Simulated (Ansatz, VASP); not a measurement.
# One calculation of Ni, two programs

Contents of INCAR:

```
SYSTEM = Ni
  PREC = Accurate
  ENCUT = 520
  EDIFF = 1E-6
  ISMEAR = -1
  SIGMA = 0.05
  LREAL = .FALSE.
  LASPH = .TRUE.
  NELM = 150
  ALGO = Normal
  ISIF = 2
  LWAVE = .FALSE.
  LCHARG = .TRUE.
  ISPIN = 2
  MAGMOM = 1 1
  LORBIT = 11
  LMAXMIX = 4
  GGA = PE
  LELF = .TRUE.
  LVHAR = .TRUE.
  NBANDS = 21
```

Contents of KPOINTS:

```
Automatic mesh
0
G
  15 10 15
  0 0 0
```

File POSCAR:

```
Ni
1.0
   -1.7593077821      1.7593077821      0.0000000000
    0.0000000000      0.0000000000      3.5186155641
    1.7593077821      1.7593077821      0.0000000000
Ni
2
Direct
    0.0000000000      0.0000000000      0.0000000000
    0.5000000000      0.5000000000      0.5000000000
```

Input for Ansatz:

```yaml
crystal:
  lattice:
    - [-1.7593077821, 1.7593077821, 0.0]
    - [0.0, 0.0, 3.5186155641]
    - [1.7593077821, 1.7593077821, 0.0]
  atoms:
    - { symbol: Ni, position: [0.0, 0.0, 0.0], spin: 1.0 }
    - { symbol: Ni, position: [0.5, 0.5, 0.5], spin: 1.0 }
magnetization:
  spin_polarized: true
kpoints:
  mp_grid: { grid: [15, 10, 15] }
scf:
  occupations: { method: fermi_dirac, width: 0.05 }
hamiltonian:
  xc: pbe
  pseudopotentials: { kind: all_electron, lapw: { basis_error: 0.001 } }
output:
  forces: true
  stress: true
  eigenvalues: true
```

Alike in both runs: task single point; functional PBE; k mesh 15 × 10 × 15; occupations fermi-dirac, width 0.05 eV; collinear spin.

|  | VASP | Ansatz |
| --- | --- | --- |
| version | VASP 6.6.1 | Ansatz 0.2.0 |
| potentials or method | VASP PAW PBE potentials, release 64 (Ni), cutoff 520 eV | all-electron LAPW, scalar-relativistic |

Ansatz gave:

* pressure (GPa): 0.0
* traceless stress, the component that is largest in VASP (GPa): -0.02
* net moment per atom (μB): 0.65
* size of the moment on the site where the two differ most (μB): 0.67

Task: Estimate VASP's values.

Result: Pressure (GPa): 0.0; traceless stress, the component that is largest in VASP (GPa): -0.06; net moment per atom (μB): 0.64; size of the moment on the site where the two differ most (μB): 0.65.

Site moments also hang on the region over which each program counts them. Ansatz ran all-electron here, and VASP with PAW potentials.
